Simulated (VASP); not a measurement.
# C (Cmcm) in VASP: notebook

The runs below take C through single point, relaxation of cell and atoms, with PBE.

Program: VASP 6.6.1. These are calculated values, not measurements. Logs are shortened: lines on timing, memory, paths and dates and some standing lists are left out, and cuts for length are marked.

## 1. The cell of the first run

Symmetry: Cmcm, No. 63, orthorhombic system. The conventional cell has a = 3.597 Å, b = 7.765 Å, c = 2.507 Å, α = 90.00°, β = 90.00°, γ = 90.00°. Within 2.0 Å of C (site symmetry m) lie 4 C at 1.49 to 1.54 Å. Within 2.0 Å of C (site symmetry m2m) lie 4 C at 1.51 to 1.53 Å.

The cell was built from a structure type or drawn by symmetry, and may not be a known phase.

## 2. Single point, PBE

INCAR reads:

```
SYSTEM = C
ALGO     = Normal         ! electronic algorithm
EDIFF    = 1E-7           ! SCF threshold, eV
ENCUT    = 520            ! plane-wave cutoff, eV
GGA      = PE             ! functional
ISIF     = 2              ! what is computed and relaxed
ISMEAR   = 0              ! smearing method
LASPH    = .True.         ! aspherical terms in the spheres
LCHARG   = .True.         ! write CHGCAR
LELF     = .True.         ! ELF
LREAL    = .False.        ! projectors in reciprocal space
LVHAR    = .True.       
LWAVE    = .False.        ! write WAVECAR
NBANDS   = 21             ! bands
NELM     = 60             ! most SCF steps
PREC     = Accurate       ! precision mode
SIGMA    = 0.1            ! smearing width, eV
```

KPOINTS reads:

```
k-points
0
Gamma
  6 6 6
  0 0 0
```

POSCAR reads:

```
C
1.0
    1.7984839800     -3.8826757500      0.0000000000
    1.7984839800      3.8826757500      0.0000000000
    0.0000000000      0.0000000000      2.5072694800
C
6
Direct
    0.0103742300      0.4026880100      0.2500000000
    0.4026880100      0.0103742300      0.7500000000
    0.5973119900      0.9896257700      0.2500000000
    0.9896257700      0.5973119900      0.7500000000
    0.4430938800      0.5569061200      0.2500000000
    0.5569061200      0.4430938800      0.7500000000
```

Potentials or basis: VASP PAW PBE potentials, release 64 (C).

On the command line:

```
$ cat potpaw_PBE.64/C/POTCAR > POTCAR
$ mpirun -np 1 vasp_std > vasp.out
```

OUTCAR:

```text
SYSTEM = C
   EDIFF = 1E-7
   ENCUT = 520
   GGA = PE
   ISIF = 2
   ISMEAR = 0
   LASPH = .True.
   LREAL = .False.
   NELM = 60
   PREC = Accurate

 ion  position               nearest neighbor table
   1  0.010  0.403  0.250-   3 1.49   5 1.51   4 1.54   4 1.54
   2  0.403  0.010  0.750-   4 1.49   6 1.51   3 1.54   3 1.54
   3  0.597  0.990  0.250-   1 1.49   5 1.51   2 1.54   2 1.54
   4  0.990  0.597  0.750-   2 1.49   6 1.51   1 1.54   1 1.54
   5  0.443  0.557  0.250-   1 1.51   3 1.51   6 1.53   6 1.53
   6  0.557  0.443  0.750-   2 1.51   4 1.51   5 1.53   5 1.53

  LATTYP: Found a base centered orthorhombic cell.
 ALAT       =     3.5969679600
 B/A-ratio  =     2.1588603475
 C/A-ratio  =     0.6970508239

  Lattice vectors:

 A1 = (   1.7984839800,  -3.8826757500,   0.0000000000)
 A2 = (   1.7984839800,   3.8826757500,   0.0000000000)
 A3 = (   0.0000000000,   0.0000000000,   2.5072694800)

Analysis of symmetry for initial positions (statically):
=====================================================================
 Subroutine PRICEL returns:
 Original cell was already a primitive cell.

 Routine SETGRP: Setting up the symmetry group for a
 base centered orthorhombic supercell.

 Subroutine GETGRP returns: Found  8 space group operations
 (whereof  4 operations were pure point group operations)
 out of a pool of  8 trial point group operations.

The static configuration has the point symmetry C_2h.
 The point group associated with its full space group is D_2h.

Analysis of symmetry for dynamics (positions and initial velocities):
=====================================================================
 Subroutine PRICEL returns:
 Original cell was already a primitive cell.

 Routine SETGRP: Setting up the symmetry group for a
 base centered orthorhombic supercell.

 Subroutine GETGRP returns: Found  8 space group operations
 (whereof  4 operations were pure point group operations)
 out of a pool of  8 trial point group operations.

The dynamic configuration has the point symmetry C_2h.
 The point group associated with its full space group is D_2h.

 Subroutine INISYM returns: Found  8 space group operations
 (whereof  4 operations are pure point group operations),
 and found     1 'primitive' translations

----------------------------------------------------------------------------------------

                                     Primitive cell

  volume of cell :      35.0162

  direct lattice vectors                    reciprocal lattice vectors
     1.798483980 -3.882675750  0.000000000     0.278011929 -0.128777171  0.000000000
     1.798483980  3.882675750  0.000000000     0.278011929  0.128777171  0.000000000
     0.000000000  0.000000000  2.507269480     0.000000000  0.000000000  0.398840255

  length of vectors
     4.278985348  4.278985348  2.507269480     0.306388956  0.306388956  0.398840255

  position of ions in fractional coordinates (direct lattice)
     0.010374230  0.402688010  0.250000000
     0.402688010  0.010374230  0.750000000
     0.597311990  0.989625770  0.250000000
     0.989625770  0.597311990  0.750000000
     0.443093880  0.556906120  0.250000000
     0.556906120  0.443093880  0.750000000

  ion indices of the primitive-cell ions
   primitive index   ion index
                 1           1
                 2           2
                 3           3
                 4           4
                 5           5
                 6           6

----------------------------------------------------------------------------------------

 KPOINTS: k-points

Automatic generation of k-mesh.
 Grid dimensions read from file:
 generate k-points for:    6    6    6

 Generating k-lattice:

  Cartesian coordinates                     Fractional coordinates (reciprocal lattice)
     0.046335321 -0.021462862  0.000000000     0.166666667  0.000000000  0.000000000
     0.046335321  0.021462862  0.000000000     0.000000000  0.166666667  0.000000000
     0.000000000  0.000000000  0.066473376     0.000000000  0.000000000  0.166666667

  Length of vectors
     0.051064826  0.051064826  0.066473376

  Shift w.r.t. Gamma in fractional coordinates (k-lattice)
     0.000000000  0.000000000  0.000000000

 Subroutine IBZKPT returns following result:
 ===========================================

 Found     52 irreducible k-points:

 Following reciprocal coordinates:
            Coordinates               Weight
  0.000000  0.000000  0.000000      1.000000
  0.166667 -0.000000  0.000000      4.000000
  0.333333 -0.000000  0.000000      4.000000
  0.500000 -0.000000  0.000000      2.000000
  0.166667  0.166667  0.000000      2.000000
  0.333333  0.166667  0.000000      4.000000
[... 16 lines left out ...]
  0.333333  0.333333  0.166667      4.000000
  0.500000  0.333333  0.166667      8.000000
 [... further k-points ...]
   k-points           NKPTS =     52   k-points in BZ     NKDIM =     52   number of bands    NBANDS=     21
   number of dos      NEDOS =    301   number of ions     NIONS =      6
   total plane-waves  NPLWV =  20480
   dimension x,y,z NGX =    32 NGY =   32 NGZ =   20
   dimension x,y,z NGXF=    64 NGYF=   64 NGZF=   40
   ions per type =               6
   NGX,Y,Z   is equivalent  to a cutoff of  12.43, 12.43, 13.26 a.u.
   NGXF,Y,Z  is equivalent  to a cutoff of  24.87, 24.87, 26.52 a.u.
 SYSTEM =  C
   PREC   = accura    normal or accurate (medium, high low for compatibility)
   ISTART =      0    job   : 0-new  1-cont  2-samecut
   ICHARG =      2    charge: 1-file 2-atom 10-const
   ISPIN  =      1    spin polarized calculation?
   LNONCOLLINEAR =      F non collinear calculations
   LSORBIT =      F    spin-orbit coupling
   LASPH  =      T    aspherical Exc in radial PAW
   ENCUT  =  520.0 eV  38.22 Ry    6.18 a.u.   7.96  7.96  4.66*2*pi/ulx,y,z
   NELM   =     60;   NELMIN=  2; NELMDL= -5     # of ELM steps
   EDIFF  = 0.1E-06   stopping-criterion for ELM
   LREAL  =      F    real-space projection
   EDIFFG = 0.1E-05   stopping-criterion for IOM
   NSW    =      0    number of steps for IOM
   IBRION =     -1    ionic relax: 0-MD 1-quasi-New 2-CG
   NFREE  =      0    steps in history (QN), initial steepest desc. (CG)
   ISIF   =      2    stress and relaxation
   ISYM   =      2    0-nonsym 1-usesym 2-fastsym
   POTIM  = 0.5000    time-step for ionic-motion
   TEBEG  =    0.0;   TEEND  =   0.0 temperature during run
   PSTRESS=    0.0 pullay stress
   NELECT =      24.0000    total number of electrons
   NUPDOWN=      -1.0000    fix difference up-down
   EMIN   =  10.00;   EMAX   =-10.00  energy-range for DOS
   EFERMI =   0.00;   METHOD = LEGACY
   ISMEAR =     0;   SIGMA  =   0.10  broadening in eV -4-tet -1-fermi 0-gaus
   EFERMI_NEDOS =   21; number of points for ismear=-14 and -15
   IALGO  =     38    algorithm
   IMIX   =      4    mixing-type and parameters
     AMIX     =   0.40;   BMIX     =  1.00
     AMIX_MAG =   1.60;   BMIX_MAG =  1.00
  volume/ion in A,a.u.               =       5.84        39.38
  Fermi-wavevector in a.u.,A,eV,Ry     =   1.443408  2.727645 28.346728  2.083426
  Thomas-Fermi vector in A             =   2.561819
   LORBIT       =      0    0 simple, 1 ext, 2 COOP (PROOUT), +10 PAW based schemes
   GGA     = PE    functional components
   LHFCALC =     F    Hartree Fock is set to
   AEXX    =    0.0000 exact exchange contribution
   IVDW    =     0    specifies the selected vdW correction
   LEPSILON=     F    determine dielectric tensor
   LRPA    =     F    only Hartree local field effects (RPA)
 non-spin polarized calculation
 Gauss-broadening in eV      SIGMA  =   0.10
  energy-cutoff  :      520.00
  volume of cell :       35.02
 maximum number of plane-waves:       963
   NGX = 15   NGY = 15   NGZ =  9

 number of electron      24.0000003 magnetization

 Free energy of the ion-electron system (eV)
  ---------------------------------------------------
  ext. energy  EPLUGINS =         0.00000000
  ---------------------------------------------------
  free energy    TOTEN  =       -52.80093594 eV

  energy without entropy =      -52.80093594  energy(sigma->0) =      -52.80093594

 E-fermi :   9.2032     XC(G=0): -12.8417

 val. band max:        8.7850559330   @ k =   0.0000   0.0000   0.0000
 cond. band min:      11.9969837804   @ k =   0.5000   0.5000   0.0000
 fundamental gap:      3.2119278474
 Fermi energy:         9.2032421343

 k-point     1 :       0.0000    0.0000    0.0000
  band No.  band energies     occupation
      1     -12.8755      2.00000
      2      -5.3994      2.00000
      3      -5.3361      2.00000
      4      -2.8011      2.00000
      5      -2.7268      2.00000
      6       0.1137      2.00000
[... 13 lines left out ...]
     20      20.4049      0.00000
     21      21.6665      0.00000

 k-point     2 :       0.1667   -0.0000    0.0000
  band No.  band energies     occupation
      1     -12.6031      2.00000
      2      -6.7312      2.00000
      3      -5.3328      2.00000
      4      -3.6460      2.00000
      5      -0.4210      2.00000
      6       0.0152      2.00000
[... 13 lines left out ...]
     20      20.9389      0.00000
     21      21.5031      0.00000

 k-point     3 :       0.3333   -0.0000    0.0000
  band No.  band energies     occupation
      1     -11.8079      2.00000
      2      -8.6005      2.00000
      3      -5.9920      2.00000
      4      -3.3827      2.00000
      5       0.0441      2.00000
      6       2.9008      2.00000
[... 13 lines left out ...]
     20      20.5131      0.00000
     21      22.5313      0.00000
[... 457 lines left out ...]
 k-point    23 :       0.3333    0.3333    0.1667
  band No.  band energies     occupation
      1     -10.5414      2.00000
      2      -9.3159      2.00000
      3      -6.3323      2.00000
      4      -0.8875      2.00000
      5       0.2547      2.00000
      6       1.4998      2.00000
[... 13 lines left out ...]
     20      20.3757      0.00000
     21      22.2337      0.00000

 k-point    24 :       0.5000    0.3333    0.1667
  band No.  band energies     occupation
      1     -11.3594      2.00000
      2      -8.7367      2.00000
      3      -5.1781      2.00000
      4      -0.3314      2.00000
      5      -0.2914      2.00000
      6       0.9343      2.00000
[... 13 lines left out ...]
     20      21.1057      0.00000
     21      21.6875      0.00000

 [... further k-points ...]

------------------------ aborting loop because EDIFF is reached ----------------------------------------

  FORCE on cell =-STRESS in cart. coord.  units (eV):
  Direction    XX          YY          ZZ          XY          YZ          ZX
  --------------------------------------------------------------------------------------
  -------------------------------------------------------------------------------------
  Total       15.3287209      2.5247789      1.0490938      0.0000000      0.0000000      0.0000000
  in kB      701.3709809    115.5221419     48.0016543      0.0000000      0.0000000      0.0000000
  external PRESSURE =     288.2982590 kB  Pullay stress =       0.0000000 kB

 VOLUME and BASIS-vectors are now :
 -----------------------------------------------------------------------------
  energy-cutoff  :      520.00
  volume of cell :       35.02
      direct lattice vectors                 reciprocal lattice vectors
     1.798483980 -3.882675750  0.000000000     0.278011929 -0.128777171  0.000000000
     1.798483980  3.882675750  0.000000000     0.278011929  0.128777171  0.000000000
     0.000000000  0.000000000  2.507269480     0.000000000  0.000000000  0.398840255

 POSITION                                       TOTAL-FORCE (eV/Angst)
 -----------------------------------------------------------------------------------
      0.74289      1.52323      0.62682        -0.849957     -0.450706     -0.000000
      0.74289     -1.52323      1.88045        -0.849957      0.450706      0.000000
      2.85408      1.52323      0.62682         0.849957     -0.450706      0.000000
      2.85408     -1.52323      1.88045         0.849957      0.450706      0.000000
      1.79848      0.44190      0.62682         0.000000     -1.162327      0.000000
      1.79848     -0.44190      1.88045         0.000000      1.162327      0.000000
 -----------------------------------------------------------------------------------
    total drift:                                0.000000     -0.000000      0.000000

  FREE ENERGIE OF THE ION-ELECTRON SYSTEM (eV)
  ---------------------------------------------------
  free  energy   TOTEN  =       -52.8009359362 eV

  energy  without entropy=      -52.8009359361  energy(sigma->0) =      -52.80093594
```

Run time: 53 s. Hardware: 1 thread of Intel Xeon 8259CL, shared host; peak memory 0.16 GiB.

What came out:

```yaml
Free_energy: -52.8009 eV
Pressure: 28.8 GPa
Largest_force: 1.162 eV/Å
Band_gap_on_the_k_mesh: 3.21 eV (least direct gap 3.28 eV)
```

Forces in eV/Å, atoms in the order of the input:
```
C   -0.850 -0.451  0.000
C   -0.850  0.451  0.000
C    0.850 -0.451  0.000
C    0.850  0.451  0.000
C    0.000 -1.162  0.000
C    0.000  1.162  0.000
```

Stress tensor (GPa, compression positive):
```
70.14  0.00  0.00
 0.00 11.55  0.00
 0.00  0.00  4.80
```

Levels at points of the mesh, in eV from the valence-band top:
```
           k point  band 10  band 11  band 12  band 13  band 14  band 15
(0.00, 0.00, 0.00)    -1.18     0.00     0.00     3.68     5.71     7.68
(0.50, 0.00, 0.00)    -3.02    -1.40    -1.35     5.50     5.82     6.71
(0.50, 0.50, 0.00)    -3.31    -2.90    -0.07     3.21     7.57     8.40
(0.00, 0.00, 0.50)    -7.27    -4.35    -4.35     5.71     5.71    11.63
(0.50, 0.00, 0.50)    -4.66    -2.31    -2.31     6.07     6.07     9.17
(0.50, 0.50, 0.50)    -4.58    -3.25    -3.25     6.78     6.78     7.90
```

Caveat: the cell stands under pressure; forces of over 1 eV/Å act on the atoms, so gaps and moduli don't describe the material at rest. A k mesh can miss the band edges.

## 3. Single point, PBE

This run uses another cell than the first one, of 6.17 Å³/atom.

INCAR reads:

```
  PREC = Accurate
  ENCUT = 520
  EDIFF = 1E-6
  ISMEAR = 0
  SIGMA = 0.1
  LREAL = False
  LASPH = True
  NELM = 100
  ALGO = Normal
  ISIF = 2
  LWAVE = False
  LCHARG = False
  GGA = PE
  NBANDS = 21
```

KPOINTS reads:

```
regular mesh
0
Gamma
  6 6 6
```

POSCAR reads:

```
C
1.0
    1.8898271959     -3.8945099362      0.0000000000
    1.8898271959      3.8945099362      0.0000000000
    0.0000000000      0.0000000000      2.5139189511
C
6
Direct
    0.0093692571      0.3996486593      0.2500000000
    0.3996486593      0.0093692571      0.7500000000
    0.6003513407      0.9906307429      0.2500000000
    0.9906307429      0.6003513407      0.7500000000
    0.4444725350      0.5555274650      0.2500000000
    0.5555274650      0.4444725350      0.7500000000
```

Potentials or basis: VASP PAW PBE potentials, release 64 (C).

On the command line:

```
$ cat potpaw_PBE.64/C/POTCAR > POTCAR
$ mpirun -np 1 vasp_std > vasp.out
```

It took 55 s on 1 thread of Intel Xeon 8259CL, shared host; peak memory 0.16 GiB.

Results (log left out):

* Free energy: -53.2162 eV
* Pressure: 0.7 GPa
* Largest force: 0.020 eV/Å
* Band gap on the k mesh: 3.38 eV (least direct gap 3.65 eV)

Forces in eV/Å, atoms in the order of the input:
```
C   -0.006 -0.019  0.000
C   -0.006  0.019  0.000
C    0.006 -0.019  0.000
C    0.006  0.019  0.000
C    0.000 -0.008  0.000
C    0.000  0.008  0.000
```

Stress tensor (GPa, compression positive):
```
0.73 0.00 0.00
0.00 0.59 0.00
0.00 0.00 0.72
```

Levels at points of the mesh, in eV from the valence-band top:
```
           k point  band 10  band 11  band 12  band 13  band 14  band 15
(0.00, 0.00, 0.00)    -1.33    -0.20     0.00     4.04     6.10     7.27
(0.50, 0.00, 0.00)    -2.98    -1.42    -1.04     5.42     5.52     6.02
(0.50, 0.50, 0.00)    -3.40    -2.67    -0.26     3.38     7.17     8.14
(0.00, 0.00, 0.50)    -6.85    -4.46    -4.46     5.26     5.26    10.73
(0.50, 0.00, 0.50)    -4.40    -2.78    -2.78     5.95     5.95     7.73
(0.50, 0.50, 0.50)    -4.40    -3.32    -3.32     6.51     6.51     7.37
```

A k mesh can miss the band edges.

(Continued in part 2 of 2.)
